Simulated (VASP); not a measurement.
# SnO (F-43m) in VASP: a series of runs

The runs below take SnO through relaxation of cell and atoms, with PBE, PBEsol, LDA.

Everything below comes from runs of VASP 6.6.1. Logs are shortened: lines on timing, memory, paths and dates and some standing lists are left out, and cuts for length are marked.

**1. The cell of the first run**

Symmetry: F-43m, No. 216, cubic system. The conventional cell has a = 4.427 Å, b = 4.427 Å, c = 4.427 Å, α = 90.00°, β = 90.00°, γ = 90.00°. Sn (site symmetry -43m) has 4 O at 1.92 Å within 2.5 Å. Within 2.5 Å of O (site symmetry -43m) lie 4 Sn at 1.92 Å.

**2. Relaxation of cell and atoms, PBE**

INCAR reads:

```
  PREC = Accurate
  ENCUT = 600
  EDIFF = 1E-6
  ISMEAR = -1
  SIGMA = 0.02
  LREAL = F
  LASPH = T
  NELM = 100
  ALGO = Normal
  ISIF = 3
  LWAVE = F
  LCHARG = F
  GGA = PE
  IBRION = 2
  NSW = 80
  EDIFFG = -0.005
```

KPOINTS reads:

```
Automatic mesh
0
Gamma
  10 10 10
```

POSCAR reads:

```
SnO
1.0
    0.0000000000      2.2133299920      2.2133299920
    2.2133299920      0.0000000000      2.2133299920
    2.2133299920      2.2133299920      0.0000000000
Sn O
1 1
Direct
    0.0000000000      0.0000000000      0.0000000000
    0.2500000000      0.2500000000      0.2500000000
```

Potentials or basis: VASP PAW PBE potentials, release 64 (Sn_d, O).

Launch:

```
cat potpaw_PBE.64/Sn_d/POTCAR potpaw_PBE.64/O/POTCAR > POTCAR
mpirun -np 1 vasp_std > vasp.out
```

OUTCAR:

```text
PREC = Accurate
   ENCUT = 600
   EDIFF = 1E-6
   ISMEAR = -1
   LREAL = F
   LASPH = T
   NELM = 100
   ISIF = 3
   GGA = PE
   IBRION = 2
   NSW = 80
   EDIFFG = -0.005

 ion  position               nearest neighbor table
   1  0.000  0.000  0.000-   2 1.92   2 1.92   2 1.92   2 1.92
   2  0.250  0.250  0.250-   1 1.92   1 1.92   1 1.92   1 1.92

  LATTYP: Found a face centered cubic cell.
 ALAT       =     4.4266599840

  Lattice vectors:

 A1 = (   0.0000000000,   2.2133299920,   2.2133299920)
 A2 = (   2.2133299920,   0.0000000000,   2.2133299920)
 A3 = (   2.2133299920,   2.2133299920,   0.0000000000)

Analysis of symmetry for initial positions (statically):
=====================================================================
 Subroutine PRICEL returns:
 Original cell was already a primitive cell.

 Routine SETGRP: Setting up the symmetry group for a
 face centered cubic supercell.

 Subroutine GETGRP returns: Found 24 space group operations
 (whereof 24 operations were pure point group operations)
 out of a pool of 48 trial point group operations.

The static configuration has the point symmetry T_d .

Analysis of symmetry for dynamics (positions and initial velocities):
=====================================================================
 Subroutine PRICEL returns:
 Original cell was already a primitive cell.

 Routine SETGRP: Setting up the symmetry group for a
 face centered cubic supercell.

 Subroutine GETGRP returns: Found 24 space group operations
 (whereof 24 operations were pure point group operations)
 out of a pool of 48 trial point group operations.

The dynamic configuration has the point symmetry T_d .

 Subroutine INISYM returns: Found 24 space group operations
 (whereof 24 operations are pure point group operations),
 and found     1 'primitive' translations

----------------------------------------------------------------------------------------

                                     Primitive cell

  volume of cell :      21.6855

  direct lattice vectors                    reciprocal lattice vectors
     0.000000000  2.213329992  2.213329992    -0.225903955  0.225903955  0.225903955
     2.213329992  0.000000000  2.213329992     0.225903955 -0.225903955  0.225903955
     2.213329992  2.213329992  0.000000000     0.225903955  0.225903955 -0.225903955

  length of vectors
     3.130121293  3.130121293  3.130121293     0.391277129  0.391277129  0.391277129

  position of ions in fractional coordinates (direct lattice)
     0.000000000  0.000000000  0.000000000
     0.250000000  0.250000000  0.250000000

  ion indices of the primitive-cell ions
   primitive index   ion index
                 1           1
                 2           2

----------------------------------------------------------------------------------------

 KPOINTS: Automatic mesh

Automatic generation of k-mesh.
 Grid dimensions read from file:
 generate k-points for:   10   10   10

 Generating k-lattice:

  Cartesian coordinates                     Fractional coordinates (reciprocal lattice)
    -0.022590396  0.022590396  0.022590396     0.100000000  0.000000000  0.000000000
     0.022590396 -0.022590396  0.022590396     0.000000000  0.100000000  0.000000000
     0.022590396  0.022590396 -0.022590396     0.000000000  0.000000000  0.100000000

  Length of vectors
     0.039127713  0.039127713  0.039127713

  Shift w.r.t. Gamma in fractional coordinates (k-lattice)
     0.000000000  0.000000000  0.000000000

 Subroutine IBZKPT returns following result:
 ===========================================

 Found     47 irreducible k-points:

 Following reciprocal coordinates:
            Coordinates               Weight
  0.000000  0.000000  0.000000      1.000000
  0.100000  0.000000  0.000000      8.000000
  0.200000  0.000000  0.000000      8.000000
  0.300000  0.000000  0.000000      8.000000
  0.400000  0.000000  0.000000      8.000000
  0.500000  0.000000  0.000000      4.000000
[... 16 lines left out ...]
  0.300000  0.300000  0.000000      6.000000
  0.400000  0.300000  0.000000     24.000000
 [... further k-points ...]
   k-points           NKPTS =     47   k-points in BZ     NKDIM =     47   number of bands    NBANDS=     14
   number of dos      NEDOS =    301   number of ions     NIONS =      2
   total plane-waves  NPLWV =  21952
   dimension x,y,z NGX =    28 NGY =   28 NGZ =   28
   dimension x,y,z NGXF=    56 NGYF=   56 NGZF=   56
   ions per type =               1   1
   NGX,Y,Z   is equivalent  to a cutoff of  14.87, 14.87, 14.87 a.u.
   NGXF,Y,Z  is equivalent  to a cutoff of  29.74, 29.74, 29.74 a.u.
 SYSTEM =  unknown system
   PREC   = accura    normal or accurate (medium, high low for compatibility)
   ISTART =      0    job   : 0-new  1-cont  2-samecut
   ICHARG =      2    charge: 1-file 2-atom 10-const
   ISPIN  =      1    spin polarized calculation?
   LNONCOLLINEAR =      F non collinear calculations
   LSORBIT =      F    spin-orbit coupling
[... 50 lines left out ...]
  free energy    TOTEN  =        -5.66678935 eV

  energy without entropy =       -5.66678935  energy(sigma->0) =       -5.66678935

 E-fermi :  16.2150     XC(G=0): -13.0081

 val. band max:       15.9219461624   @ k =  -0.3000   0.3000   0.0000
 cond. band min:      16.5209719160   @ k =  -0.4000   0.2000   0.0000
 fundamental gap:      0.5990257536
 Fermi energy:        16.2149777298

 k-point     1 :       0.0000    0.0000    0.0000
  band No.  band energies     occupation
      1     -10.0845      2.00000
      2      -8.2767      2.00000
      3      -8.2767      2.00000
      4      -8.2767      2.00000
      5      -7.7189      2.00000
      6      -7.7189      2.00000
      7       8.5026      2.00000
      8       8.5026      2.00000
      9       8.5026      2.00000
     10       8.6188      2.00000
     11      22.0967      0.00000
     12      22.0967      0.00000
     13      22.0967      0.00000
     14      28.9774      0.00000
[... 902 lines left out ...]
 POSITION                                       TOTAL-FORCE (eV/Angst)
 -----------------------------------------------------------------------------------
      0.00000      0.00000      0.00000        -0.000000     -0.000000     -0.000000
      1.36012      1.36012      1.36012         0.000000      0.000000      0.000000
 -----------------------------------------------------------------------------------
    total drift:                               -0.000000     -0.000000     -0.000000

  FREE ENERGIE OF THE ION-ELECTRON SYSTEM (eV)
  ---------------------------------------------------
  free  energy   TOTEN  =       -10.3591169209 eV

  energy  without entropy=      -10.3586497633  energy(sigma->0) =      -10.35888334

[... ionic steps 4 to 19 ...]

--------------------------------------- Ionic step       20  -------------------------------------------

 number of electron      19.9999994 magnetization

------------------------ aborting loop because EDIFF is reached ----------------------------------------

  FORCE on cell =-STRESS in cart. coord.  units (eV):
  Direction    XX          YY          ZZ          XY          YZ          ZX
  --------------------------------------------------------------------------------------
  -------------------------------------------------------------------------------------
  Total        0.0364184      0.0364184      0.0364184      0.0000000      0.0000000     -0.0000000
  in kB        1.4784770      1.4784770      1.4784770      0.0000000      0.0000000     -0.0000000
  external PRESSURE =       1.4784770 kB  Pullay stress =       0.0000000 kB

 VOLUME and BASIS-vectors are now :
 -----------------------------------------------------------------------------
  energy-cutoff  :      600.00
  volume of cell :       39.47
      direct lattice vectors                 reciprocal lattice vectors
     0.000000000  2.702272018  2.702272018    -0.185029485  0.185029485  0.185029485
     2.702272018 -0.000000000  2.702272018     0.185029485 -0.185029485  0.185029485
     2.702272018  2.702272018 -0.000000000     0.185029485  0.185029485 -0.185029485
[... 37 lines left out ...]
 POSITION                                       TOTAL-FORCE (eV/Angst)
 -----------------------------------------------------------------------------------
      2.70429     -0.00000      2.70429        -0.000000     -0.000000     -0.000000
      1.35214      1.35214      1.35214         0.000000      0.000000      0.000000
 -----------------------------------------------------------------------------------
    total drift:                               -0.000000     -0.000000     -0.000000

  FREE ENERGIE OF THE ION-ELECTRON SYSTEM (eV)
  ---------------------------------------------------
  free  energy   TOTEN  =       -10.3625450718 eV

  energy  without entropy=      -10.3621582190  energy(sigma->0) =      -10.36235165

--------------------------------------- Ionic step       22  -------------------------------------------

 number of electron      19.9999995 magnetization

 Free energy of the ion-electron system (eV)
  ---------------------------------------------------
  ext. energy  EPLUGINS =         0.00000000
  ---------------------------------------------------
  free energy    TOTEN  =       -10.36254788 eV

  energy without entropy =      -10.36216162  energy(sigma->0) =      -10.36235475

 E-fermi :   6.1230     XC(G=0):  -9.6838

 val. band max:        6.1005832346   @ k =  -0.4000   0.5000   0.1000
 cond. band min:       6.2028520092   @ k =  -0.3000   0.5000   0.2000
 fundamental gap:      0.1022687746
 Fermi energy:         6.1229968329

 k-point     1 :       0.0000    0.0000    0.0000
  band No.  band energies     occupation
      1     -15.5906      2.00000
      2     -15.5906      2.00000
      3     -15.5906      2.00000
      4     -15.5439      2.00000
      5     -15.5439      2.00000
      6     -12.8427      2.00000
      7      -0.1331      2.00000
      8       2.4655      2.00000
      9       2.4655      2.00000
     10       2.4655      2.00000
     11      10.6711      0.00000
     12      10.6711      0.00000
     13      10.6711      0.00000
     14      15.2718      0.00000
[... 413 lines left out ...]
 POSITION                                       TOTAL-FORCE (eV/Angst)
 -----------------------------------------------------------------------------------
      0.00000      0.00000      0.00000        -0.000000     -0.000000     -0.000000
      1.35192      1.35192      1.35192         0.000000      0.000000      0.000000
 -----------------------------------------------------------------------------------
    total drift:                               -0.000000     -0.000000     -0.000000

  FREE ENERGIE OF THE ION-ELECTRON SYSTEM (eV)
  ---------------------------------------------------
  free  energy   TOTEN  =       -10.3625478772 eV

  energy  without entropy=      -10.3621616236  energy(sigma->0) =      -10.36235475

 reached required accuracy - stopping structural energy minimisation
```

Run time: 1.9 min. Hardware: 1 thread of Intel Xeon Platinum 8559C (Emerald Rapids), shared host; peak memory 0.17 GiB.

What came out:

* Free energy: -10.3625 eV
* Relaxed volume: 19.77 Å³/atom
* Relaxed cell: a = 3.824 Å, b = 3.824 Å, c = 3.824 Å, α = 60.00°, β = 60.00°, γ = 60.00°
* Space group after relaxing (to 0.05 Å): F-43m (No. 216)
* Energy gained by relaxing: 2347.9 meV/atom
* Ionic steps: 22
* Pressure after relaxing: 0.0 GPa
* Band gap on the k mesh: zero (band 10 reaches 6.20 eV, above the bottom of band 11 at 6.03 eV)

The path:
```csv
step,energy change (eV),largest force (eV/Å),pressure (GPa),volume (Å³)
1,0.0000,0.0000,140.78,21.69
2,-1.7541,0.0000,-26.64,67.44
3,-4.6923,0.0000,-1.53,40.26
4,-4.6952,0.0000,-0.58,39.81
5,-4.6956,0.0000,0.35,39.37
6,-4.6956,0.0000,0.36,39.37
7,-4.6956,0.0000,0.35,39.38
8,-4.6956,0.0000,0.34,39.38
9,-4.6956,0.0000,0.34,39.38
10,-4.6956,0.0000,0.34,39.38
11,-4.6956,0.0000,0.34,39.38
12,-4.6956,0.0000,0.34,39.38
13,-4.6956,0.0000,0.34,39.38
14,-4.6956,0.0000,0.34,39.38
15,-4.6956,0.0000,0.35,39.38
16,-4.6956,0.0000,0.35,39.38
17,-4.6956,0.0000,0.35,39.39
18,-4.6956,0.0000,0.28,39.40
19,-4.6957,0.0000,0.22,39.42
20,-4.6957,0.0000,0.15,39.47
21,-4.6958,0.0000,-0.04,39.55
22,-4.6958,0.0000,0.02,39.53
```

Final structure:
```xyz
2
Lattice="0.0000 2.7038 2.7038 2.7038 0.0000 2.7038 2.7038 2.7038 0.0000" Properties=species:S:1:pos:R:3 pbc="T T T"
Sn    0.0000    0.0000    0.0000
O     1.3519    1.3519    1.3519
```

Levels at points of the mesh, in eV from the Fermi level:
| k point | band 7 | band 8 | band 9 | band 10 | band 11 | band 12 | band 13 | band 14 |
| --- | --- | --- | --- | --- | --- | --- | --- | --- |
| (0.00, 0.00, 0.00) | -6.26 | -3.66 | -3.66 | -3.66 | 4.55 | 4.55 | 4.55 | 9.15 |
| (0.50, 0.00, 0.00) | -7.99 | -4.08 | -4.08 | -2.34 | 1.70 | 4.68 | 4.68 | 8.60 |
| (0.50, 0.50, 0.00) | -7.80 | -4.84 | -4.84 | -0.60 | -0.09 | 5.30 | 5.30 | 5.47 |

Caveat: the volume moved by over 15 % at a fixed basis, so the end points are rough; spin-orbit coupling is left out, which moves the levels of the heavy elements.

**3. Relaxation of cell and atoms, PBEsol**

This run uses another cell than the first one, of 20.54 Å³/atom, 1.894 times its volume.

INCAR reads:

```
SYSTEM = SnO
PREC = Accurate ; ENCUT = 600
EDIFF = 1E-6 ; ISMEAR = -1
SIGMA = 0.02 ; LREAL = .FALSE.
LASPH = .TRUE. ; NELM = 100
ALGO = Normal ; ISIF = 3
LWAVE = .FALSE. ; LCHARG = .FALSE.
GGA = PS ; IBRION = 2
NSW = 80 ; EDIFFG = -0.005
```

KPOINTS reads:

```
Automatic mesh
0
G
  8 8 8
  0 0 0
```

POSCAR reads:

```
SnO
1.0
    0.0000000000      2.7385995465      2.7385995465
    2.7385995465      0.0000000000      2.7385995465
    2.7385995465      2.7385995465      0.0000000000
Sn O
1 1
Direct
    0.0000000000      0.0000000000      0.0000000000
    0.2500000000      0.2500000000      0.2500000000
```

Potentials or basis: VASP PAW PBE potentials, release 64 (Sn_d, O).

Launch:

```
cat potpaw_PBE.64/Sn_d/POTCAR potpaw_PBE.64/O/POTCAR > POTCAR
mpirun -np 1 vasp_std > vasp.out
```

It took 26 s on 1 thread of Intel Xeon Platinum 8559C (Emerald Rapids), shared host; peak memory 0.19 GiB.

The run converged. Its results:

```
Free energy                            : -11.1143 eV
Relaxed volume                         : 19.42 Å³/atom
Relaxed cell                           : a = 3.801 Å, b = 3.801 Å, c = 3.801 Å, α = 60.00°, β = 60.00°, γ = 60.00°
Space group after relaxing (to 0.05 Å) : F-43m (No. 216)
Energy gained by relaxing              : 10.9 meV/atom
Ionic steps                            : 3
Pressure after relaxing                : 0.0 GPa
Band gap on the k mesh                 : zero (band 10 reaches 6.30 eV, above the bottom of band 11 at 6.10 eV)
```

Step by step:
```
step  energy change (eV)  largest force (eV/Å)  pressure (GPa)  volume (Å³)
   1              0.0000                0.0000           -3.10        41.08
   2             -0.0218                0.0000            0.11        38.76
   3             -0.0218                0.0000           -0.02        38.84
```

Final structure:
```cif
data_structure
_symmetry_space_group_name_H-M 'P 1'
_symmetry_Int_Tables_number 1
_cell_length_a 3.8012
_cell_length_b 3.8012
_cell_length_c 3.8012
_cell_angle_alpha 60.000
_cell_angle_beta 60.000
_cell_angle_gamma 60.000
_cell_volume 38.84
loop_
_atom_site_label
_atom_site_type_symbol
_atom_site_fract_x
_atom_site_fract_y
_atom_site_fract_z
_atom_site_occupancy
Sn1 Sn 0.00000 0.00000 0.00000 1
O1 O 0.25000 0.25000 0.25000 1
```

Levels at points of the mesh, in eV from the Fermi level:
```csv
k point,band 8,band 9,band 10,band 11,band 12,band 13
"(0.00, 0.00, 0.00)",-3.81,-3.81,-3.81,4.51,4.51,4.51
"(0.50, 0.00, 0.00)",-4.25,-4.25,-2.43,1.61,4.64,4.64
"(0.50, 0.50, 0.00)",-5.03,-5.03,-0.75,-0.11,5.25,5.29
```

Caveat: the PAW data sets were made with another functional, which shifts forces and pressure a little; spin-orbit coupling is left out, which moves the levels of the heavy elements.

**4. Relaxation of cell and atoms, LDA**

This run uses another cell than the first one, of 20.54 Å³/atom, 1.894 times its volume.

INCAR reads:

```
PREC     = Accurate       # precision mode
ENCUT    = 600            # plane-wave cutoff, eV
EDIFF    = 1E-6           # SCF threshold, eV
ISMEAR   = -1             # smearing method
SIGMA    = 0.02           # smearing width, eV
LREAL    = False          # projectors in reciprocal space
LASPH    = True           # aspherical terms in the spheres
NELM     = 80             # most SCF steps
ALGO     = Normal         # electronic algorithm
ISIF     = 3              # what is computed and relaxed
LWAVE    = False          # write WAVECAR
LCHARG   = False          # write CHGCAR
IBRION   = 2              # ionic algorithm
NSW      = 80             # ionic steps
EDIFFG   = -0.005         # ionic threshold
```

KPOINTS reads:

```
regular mesh
0
Gamma
  8 8 8
```

POSCAR is that of step 3.

Potentials or basis: VASP PAW LDA potentials, release 64 (Sn_d, O).

Launch:

```
cat potpaw_LDA.64/Sn_d/POTCAR potpaw_LDA.64/O/POTCAR > POTCAR
mpirun -np 1 vasp_std > vasp.out
```

It took 31 s on 1 thread of Intel Xeon Platinum 8559C (Emerald Rapids), shared host; peak memory 0.17 GiB.

Results (log left out):

* Free energy: -11.8089 eV
* Relaxed volume: 18.78 Å³/atom
* Relaxed cell: a = 3.759 Å, b = 3.759 Å, c = 3.759 Å, α = 60.00°, β = 60.00°, γ = 60.00°
* Space group after relaxing (to 0.05 Å): F-43m (No. 216)
* Energy gained by relaxing: 28.5 meV/atom
* Ionic steps: 6
* Pressure after relaxing: 0.0 GPa
* Band gap on the k mesh: zero (band 10 reaches 6.57 eV, above the bottom of band 11 at 6.37 eV)

The path:
```tsv
step	energy change (eV)	largest force (eV/Å)	pressure (GPa)	volume (Å³)
1	0.0000	0.0000	-5.09	41.08
2	-0.0567	0.0000	0.48	37.32
3	-0.0571	0.0000	-0.06	37.60
4	-0.0571	0.0000	0.05	37.54
5	-0.0571	0.0000	-0.05	37.57
6	-0.0571	0.0000	0.03	37.56
```

Final structure:
```
CELL_PARAMETERS angstrom
0.00000 2.65806 2.65806
2.65806 0.00000 2.65806
2.65806 2.65806 0.00000
ATOMIC_POSITIONS crystal
Sn 0.00000 0.00000 0.00000
O 0.25000 0.25000 0.25000
```

Levels at points of the mesh, in eV from the Fermi level:
```
           k point  band 6  band 7  band 8  band 9  band 10  band 11  band 12  band 13  band 14
(0.00, 0.00, 0.00)  -19.16   -6.33   -3.99   -3.99    -3.99     4.53     4.53     4.53     9.36
(0.50, 0.00, 0.00)  -18.37   -8.45   -4.45   -4.45    -2.44     1.60     4.68     4.68     8.60
(0.50, 0.50, 0.00)  -18.16   -8.23   -5.27   -5.27    -0.81    -0.09     5.23     5.37     5.37
```

Caveat: spin-orbit coupling is left out, which moves the levels of the heavy elements.

**5. Overview**

```tsv
level	potentials or basis	cell	k mesh	gap on the mesh (eV)	pressure (GPa)	relaxed volume (Å³/atom)
PBE	VASP PAW PBE potentials, release 64 (Sn_d, O)	relaxed from a = 3.130 Å, angles 60.0°, 2 atoms	10 × 10 × 10	none	0.0	19.77
PBEsol	VASP PAW PBE potentials, release 64 (Sn_d, O)	relaxed from a = 3.873 Å, angles 60.0°, 2 atoms	8 × 8 × 8	none	0.0	19.42
LDA	VASP PAW LDA potentials, release 64 (Sn_d, O)	relaxed from a = 3.873 Å, angles 60.0°, 2 atoms	8 × 8 × 8	none	0.0	18.78
```

Alike in all rows: task relaxation of cell and atoms; no spin polarisation; cutoff (eV) 600; smearing fermi-dirac 0.02 eV.

Caveats: spin-orbit coupling is left out, which moves the levels of the heavy elements; the volume moved by over 15 % at a fixed basis, so the end points are rough (some runs); the PAW data sets were made with another functional, which shifts forces and pressure a little (some runs).

Absolute energies hang on the potentials; compare differences alone.
